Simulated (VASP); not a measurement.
# Si2Mo (P6_222) in VASP: single point with r2SCAN

Aim: the single point of Si2Mo with r2SCAN.

All numbers are computed with VASP 6.6.1; they aren't measurements. Logs are shortened: lines on timing, memory, paths and dates and some standing lists are left out, and cuts for length are marked.

## (1) The cell of the first run

Symmetry: P6_222, No. 180, hexagonal system. The conventional cell has a = 4.681 Å, b = 4.681 Å, c = 6.686 Å, α = 90.00°, β = 90.00°, γ = 120.00°. Within 3.4 Å of Si (site symmetry 2) lie 9 Si at 2.60 to 3.26 Å and 5 Mo at 2.61 to 2.72 Å. Within 3.4 Å of Mo (site symmetry 222) lie 10 Si at 2.61 to 2.72 Å and 4 Mo at 3.23 Å.

## (2) Single point, r2SCAN (14.10 Å³/atom)

Contents of POSCAR:

```
Si2Mo
1.0
    4.6807014132      0.0000000000      0.0000000000
   -2.3403507066      4.0536063313      0.0000000000
    0.0000000000      0.0000000000      6.6863053129
Si Mo
6 3
Direct
    0.1640021141      0.8359978859      0.8333333333
    0.3280042281      0.1640021141      0.1666666667
    0.8359978859      0.6719957719      0.5000000000
    0.8359978859      0.1640021141      0.8333333333
    0.6719957719      0.8359978859      0.1666666667
    0.1640021141      0.3280042281      0.5000000000
    0.5000000000      0.0000000000      0.5000000000
    0.0000000000      0.5000000000      0.1666666667
    0.5000000000      0.5000000000      0.8333333333
```

Contents of INCAR.step1:

```
PREC = Accurate
ENCUT = 520
ISMEAR = 0
SIGMA = 0.01
LREAL = F
LASPH = T
NELM = 60
NBANDS = 43
GGA = PE
ALGO = Normal
EDIFF = 1E-4
LWAVE = T
LCHARG = F
```

Contents of INCAR.step2:

```
PREC = Accurate
ENCUT = 520
EDIFF = 1E-7
ISMEAR = 0
SIGMA = 0.01
LREAL = F
LASPH = T
NELM = 60
ALGO = Normal
ISIF = 2
LWAVE = F
LCHARG = T
METAGGA = R2SCAN
LMIXTAU = T
LELF = T
LVHAR = T
NBANDS = 43
ISTART = 1
```

Contents of KPOINTS:

```
Automatic mesh
0
Gamma
  12 12 6
```

Potentials or basis: VASP PAW PBE potentials, release 64 (Si, Mo_sv).

The run is started by

```sh
$ cat potpaw_PBE.64/Si/POTCAR potpaw_PBE.64/Mo_sv/POTCAR > POTCAR
$ cp INCAR.step1 INCAR
$ mpirun -np 1 vasp_std > vasp.out
$ cp INCAR.step2 INCAR
$ mpirun -np 1 vasp_std > vasp.out
```

OUTCAR:

```text
PREC = Accurate
   ENCUT = 520
   EDIFF = 1E-7
   ISMEAR = 0
   LREAL = F
   LASPH = T
   NELM = 60
   ISIF = 2
   METAGGA = R2SCAN
   ISTART = 1

 ion  position               nearest neighbor table
   1  0.164  0.836  0.833-   3 2.60   2 2.60   7 2.61   8 2.61   4 2.66   9 2.69   9 2.69   9 2.72
                             4 2.72   4 2.72
   2  0.328  0.164  0.167-   6 2.60   1 2.60   7 2.61   9 2.61   5 2.66   8 2.69   8 2.69   8 2.72
                             5 2.72   5 2.72
   3  0.836  0.672  0.500-   5 2.60   1 2.60   9 2.61   8 2.61   6 2.66   7 2.69   7 2.69   7 2.72
                             6 2.72   6 2.72
   4  0.836  0.164  0.833-   6 2.60   5 2.60   7 2.61   8 2.61   1 2.66   9 2.69   9 2.69   9 2.72
                             1 2.72   1 2.72
   5  0.672  0.836  0.167-   3 2.60   4 2.60   7 2.61   9 2.61   2 2.66   8 2.69   8 2.69   8 2.72
                             2 2.72   2 2.72
   6  0.164  0.328  0.500-   2 2.60   4 2.60   9 2.61   8 2.61   3 2.66   7 2.69   7 2.69   7 2.72
                             3 2.72   3 2.72
   7  0.500  0.000  0.500-   1 2.61   4 2.61   2 2.61   5 2.61   3 2.69   6 2.69   6 2.69   3 2.69
                             6 2.72   3 2.72   8 3.23   9 3.23   9 3.23   8 3.23
   8  0.000  0.500  0.167-   3 2.61   6 2.61   4 2.61   1 2.61   5 2.69   2 2.69   2 2.69   5 2.69
                             5 2.72   2 2.72   7 3.23   7 3.23   9 3.23   9 3.23
   9  0.500  0.500  0.833-   3 2.61   6 2.61   5 2.61   2 2.61   4 2.69   1 2.69   1 2.69   4 2.69
                             1 2.72   4 2.72   7 3.23   7 3.23   8 3.23   8 3.23

  LATTYP: Found a hexagonal cell.
 ALAT       =     4.6807014132
 C/A-ratio  =     1.4284836230

  Lattice vectors:

 A1 = (   4.6807014132,   0.0000000000,   0.0000000000)
 A2 = (  -2.3403507066,   4.0536063313,   0.0000000000)
 A3 = (   0.0000000000,   0.0000000000,   6.6863053129)

Analysis of symmetry for initial positions (statically):
=====================================================================
 Subroutine PRICEL returns:
 Original cell was already a primitive cell.

 Routine SETGRP: Setting up the symmetry group for a
 hexagonal supercell.

 Subroutine GETGRP returns: Found 12 space group operations
 (whereof  4 operations were pure point group operations)
 out of a pool of 24 trial point group operations.

The static configuration has the point symmetry D_2 .
 The point group associated with its full space group is D_6 .

Analysis of symmetry for dynamics (positions and initial velocities):
=====================================================================
 Subroutine PRICEL returns:
 Original cell was already a primitive cell.

 Routine SETGRP: Setting up the symmetry group for a
 hexagonal supercell.
[... 132 lines left out ...]
   NUPDOWN=      -1.0000    fix difference up-down
   EMIN   =  10.00;   EMAX   =-10.00  energy-range for DOS
   EFERMI =   0.00;   METHOD = LEGACY
   ISMEAR =     0;   SIGMA  =   0.01  broadening in eV -4-tet -1-fermi 0-gaus
   EFERMI_NEDOS =   21; number of points for ismear=-14 and -15
   IALGO  =     38    algorithm
   IMIX   =      4    mixing-type and parameters
     AMIX     =   0.40;   BMIX     =  1.00
     AMIX_MAG =   1.60;   BMIX_MAG =  1.00
  volume/ion in A,a.u.               =      14.10        95.12
  Fermi-wavevector in a.u.,A,eV,Ry     =   1.316669  2.488143 23.587291  1.733617
  Thomas-Fermi vector in A             =   2.446765
   LORBIT       =      0    0 simple, 1 ext, 2 COOP (PROOUT), +10 PAW based schemes
   METAGGA = R2SCAN    functional components
   LHFCALC =     F    Hartree Fock is set to
   AEXX    =    0.0000 exact exchange contribution
   IVDW    =     0    specifies the selected vdW correction
   LEPSILON=     F    determine dielectric tensor
   LRPA    =     F    only Hartree local field effects (RPA)
 non-spin polarized calculation
 Gauss-broadening in eV      SIGMA  =   0.01
  energy-cutoff  :      520.00
  volume of cell :      126.86
 maximum number of plane-waves:      3440
 NGX is ok and might be reduce to    36
   NGX = 17   NGY = 17   NGZ = 25

 number of electron      66.0000008 magnetization

 Free energy of the ion-electron system (eV)
  ---------------------------------------------------
  ext. energy  EPLUGINS =         0.00000000
  ---------------------------------------------------
  free energy    TOTEN  =      -134.52289562 eV

  energy without entropy =     -134.52289562  energy(sigma->0) =     -134.52289562

 E-fermi :  12.1101     XC(G=0): -13.1216

 val. band max:       12.0371478238   @ k =   0.5000  -0.0000   0.5000
 cond. band min:      12.2088203035   @ k =   0.5000  -0.0000   0.0000
 fundamental gap:      0.1716724797
 Fermi energy:        12.1101439465

 k-point     1 :       0.0000    0.0000    0.0000
  band No.  band energies     occupation
      1     -51.0620      2.00000
      2     -51.0357      2.00000
      3     -51.0357      2.00000
      4     -24.5472      2.00000
      5     -24.5460      2.00000
      6     -24.5460      2.00000
[... 1093 lines left out ...]
     42      15.3843      0.00000
     43      15.9079      0.00000

 [... further k-points ...]

------------------------ aborting loop because EDIFF is reached ----------------------------------------

  FORCE on cell =-STRESS in cart. coord.  units (eV):
  Direction    XX          YY          ZZ          XY          YZ          ZX
  --------------------------------------------------------------------------------------
  -------------------------------------------------------------------------------------
  Total       -8.6718895     -8.6718895     -8.7535700     -0.0000000      0.0000000      0.0000000
  in kB     -109.5180253   -109.5180253   -110.5495760     -0.0000000      0.0000000      0.0000000
  external PRESSURE =    -109.8618755 kB  Pullay stress =       0.0000000 kB

 VOLUME and BASIS-vectors are now :
 -----------------------------------------------------------------------------
  energy-cutoff  :      520.00
  volume of cell :      126.86
      direct lattice vectors                 reciprocal lattice vectors
     4.680701413  0.000000000  0.000000000     0.213643194  0.123346956  0.000000000
    -2.340350707  4.053606331  0.000000000     0.000000000  0.246693911  0.000000000
     0.000000000  0.000000000  6.686305313     0.000000000  0.000000000  0.149559428

 POSITION                                       TOTAL-FORCE (eV/Angst)
 -----------------------------------------------------------------------------------
     -1.18888      3.38881      5.57192        -0.005309      0.003065      0.000000
      1.15147      0.66480      1.11438        -0.005309     -0.003065      0.000000
      2.34035      2.72401      3.34315        -0.000000      0.006130     -0.000000
      3.52923      0.66480      5.57192         0.005309     -0.003065      0.000000
      1.18888      3.38881      1.11438         0.005309      0.003065      0.000000
      0.00000      1.32960      3.34315        -0.000000     -0.006130     -0.000000
      2.34035      0.00000      3.34315         0.000000     -0.000000     -0.000000
     -1.17018      2.02680      1.11438         0.000000     -0.000000     -0.000000
      1.17018      2.02680      5.57192        -0.000000     -0.000000     -0.000000
 -----------------------------------------------------------------------------------
    total drift:                               -0.000000      0.000000     -0.000000

  FREE ENERGIE OF THE ION-ELECTRON SYSTEM (eV)
  ---------------------------------------------------
  free  energy   TOTEN  =      -134.5228956189 eV

  energy  without entropy=     -134.5228956189  energy(sigma->0) =     -134.52289562
```

OUTCAR.step1:

```text
PREC = Accurate
   ENCUT = 520
   ISMEAR = 0
   LREAL = F
[... 1365 lines left out ...]
      0.00000      1.32960      3.34315         0.000000      0.008663      0.000000
      2.34035      0.00000      3.34315         0.000000      0.000000      0.000000
     -1.17018      2.02680      1.11438         0.000000      0.000000      0.000000
      1.17018      2.02680      5.57192         0.000000      0.000000     -0.000000
 -----------------------------------------------------------------------------------
    total drift:                               -0.000000      0.000000     -0.000001

  FREE ENERGIE OF THE ION-ELECTRON SYSTEM (eV)
  ---------------------------------------------------
  free  energy   TOTEN  =       -69.4197778401 eV

  energy  without entropy=      -69.4197778398  energy(sigma->0) =      -69.41977784
```

Run time: 44 min. Hardware: 1 thread of Intel Xeon 8259CL, shared host; peak memory 0.47 GiB.

Results:

- Free energy: -134.5229 eV
- Pressure: -11.0 GPa
- Largest force: 0.006 eV/Å
- Band gap on the k mesh: 0.17 eV (least direct gap 0.62 eV)

Forces on the atoms (eV/Å):
```
Si  -0.005  0.003  0.000
Si  -0.005 -0.003  0.000
Si   0.000  0.006  0.000
Si   0.005 -0.003  0.000
Si   0.005  0.003  0.000
Si   0.000 -0.006  0.000
Mo   0.000  0.000  0.000
Mo   0.000  0.000  0.000
Mo   0.000  0.000  0.000
```

Levels at points of the mesh, in eV from the valence-band top:
| k point | band 31 | band 32 | band 33 | band 34 | band 35 | band 36 |
| --- | --- | --- | --- | --- | --- | --- |
| (0.00, 0.00, 0.00) | -2.85 | -2.20 | -0.76 | 2.06 | 2.35 | 2.35 |
| (0.50, 0.00, 0.00) | -1.47 | -1.03 | -0.61 | 0.17 | 0.80 | 0.91 |
| (0.00, 0.00, 0.50) | -2.25 | -0.67 | -0.67 | 1.81 | 2.28 | 2.28 |
| (0.50, 0.00, 0.50) | -1.89 | -1.21 | 0.00 | 0.62 | 1.13 | 1.41 |

Caveat: the cell stands under tension; the PAW data sets were made with another functional, which shifts forces and pressure a little.
